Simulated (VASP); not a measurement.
**BN: single point with PBE**

Crystal: BN.

```
CELL_PARAMETERS angstrom
4.48900 0.00000 0.00000
0.00000 4.48900 0.00000
0.00000 0.00000 2.39620
ATOMIC_POSITIONS crystal
B 0.17428 0.82572 0.50000
B 0.32572 0.32572 0.00000
B 0.67428 0.67428 0.00000
B 0.82572 0.17428 0.50000
N 0.81261 0.81261 0.50000
N 0.31261 0.68739 0.00000
N 0.68739 0.31261 0.00000
N 0.18739 0.18739 0.50000
```

```yaml
Program: VASP 6.6.1
Task: single point
Functional: PBE
Potentials_or_basis: VASP PAW PBE potentials, release 64 (B, N)
Cutoff: 520 eV
k_mesh: 6 × 6 × 10
Occupations: gaussian, width 0.05 eV
Spin: no spin polarisation
Dipole_correction: no
Further_INCAR_settings: ALGO = Normal; EDIFF = 1e-06; NBANDS = 26
```

```yaml
Pressure: 17.1 GPa
Largest_force: 0.700 eV/Å
Band_gap_on_the_k_mesh: 4.69 eV (least direct gap 5.96 eV)
```

Forces in eV/Å, atoms in the order of the input:
```
B   -0.218  0.218  0.000
B    0.218  0.218  0.000
B   -0.218 -0.218  0.000
B    0.218 -0.218  0.000
N    0.495  0.495  0.000
N    0.495 -0.495  0.000
N   -0.495  0.495  0.000
N   -0.495 -0.495  0.000
```

Stress tensor (GPa, compression positive):
```
-7.72  0.00  0.00
 0.00 -7.72  0.00
 0.00  0.00 66.85
```

Levels at points of the mesh, in eV from the valence-band top:
```csv
k point,band 12,band 13,band 14,band 15,band 16,band 17,band 18,band 19,band 20,band 21
"(0.00, 0.00, 0.00)",-1.66,-0.25,-0.25,-0.03,0.00,7.43,7.43,8.28,8.54,8.98
"(0.50, 0.00, 0.00)",-2.92,-1.39,-1.39,-0.89,-0.89,7.48,7.48,8.74,8.74,10.11
"(0.50, 0.50, 0.00)",-3.31,-2.27,-2.27,-1.77,-1.77,7.24,7.24,9.68,9.68,10.57
"(0.00, 0.00, 0.50)",-4.58,-4.42,-4.42,-3.29,-3.29,6.47,6.47,9.98,9.98,11.15
"(0.50, 0.00, 0.50)",-4.55,-3.42,-3.42,-2.53,-2.53,6.78,6.78,8.69,8.69,8.95
"(0.50, 0.50, 0.50)",-3.83,-2.80,-2.80,-2.64,-2.64,6.24,6.24,6.75,6.75,8.16
```

Run time: 26 s on 1 thread of Intel(R) Xeon(R) 6975P-C (Granite Rapids), on a shared host, peak memory 0.19 GiB.

Caveat: the cell stands under pressure. A k mesh can miss the band edges.
